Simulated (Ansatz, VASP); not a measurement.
**Ni: VASP beside Ansatz**

```
CELL_PARAMETERS angstrom
-1.39673 1.39673 1.39673
1.39673 -1.39673 1.39673
1.39673 1.39673 -1.39673
ATOMIC_POSITIONS crystal
Ni 0.00000 0.00000 0.00000
```

Alike in both runs: task single point; functional LDA; k mesh 18 × 18 × 18; occupations fermi-dirac, width 0.05 eV; collinear spin.

```csv
,VASP,Ansatz
version,VASP 6.6.1,Ansatz 0.2.0
potentials or method,"VASP PAW LDA potentials, release 64 (Ni), cutoff 520 eV","plane waves (420 eV) with PAW, scalar-relativistic"
valence electrons in the cell,10,18
```

|  | VASP | Ansatz | Ansatz less VASP |
| --- | --- | --- | --- |
| pressure (GPa) | -16.9 | -15.5 | +1.39 |
| net moment per atom (μB) | 0.00 | 0.54 | +0.538 |
| size of the moment on the site where the two differ most (μB) | 0.00 | 0.56 | +0.559 |

The net moments are unlike, so the other rows may belong to different states. Ansatz warns that its potentials were made for another functional, while VASP's fit it. LDA's correlation is that of Perdew and Zunger in VASP and of Perdew and Wang (1992) in Ansatz. Site moments also hang on the region over which each program counts them. VASP's potentials hold 10 valence electrons a cell and Ansatz's 18, so a difference there can come from the potentials and not from the codes.
